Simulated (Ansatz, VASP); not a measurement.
**Two plane-wave programs on ZnSe**

```
Zn Se
1.0
     0.00000    2.77630    3.05393
     2.77630    0.00000    3.05393
     2.77630    2.77630    0.00000
Zn Se
1 1
Direct
  0.00000 0.00000 0.00000
  0.75000 0.75000 0.75000
```

Alike in both runs: task single point; functional PBE; k mesh 10 × 10 × 10; occupations gaussian, width 0.05 eV; no spin polarisation.

|  | VASP | Ansatz |
| --- | --- | --- |
| version | VASP 6.6.1 | Ansatz 0.2.0 |
| potentials or method | VASP PAW PBE potentials, release 64 (Zn, Se), cutoff 520 eV | scalar-relativistic, plane waves, PAW |
| valence electrons in the cell | 18 | 28 |

```tsv
	VASP	Ansatz	Ansatz less VASP
gap on the k mesh at the Fermi level (eV)	0.98	0.98	-0.001
least direct gap on the mesh (eV)	0.98	0.98	-0.001
pressure (GPa)	0.1	-0.1	-0.21
traceless stress, the component that is largest in VASP (GPa)	-2.58	-2.60	-0.016
```

VASP's potentials hold 18 valence electrons a cell and Ansatz's 28, so a difference there can come from the potentials and not from the codes.
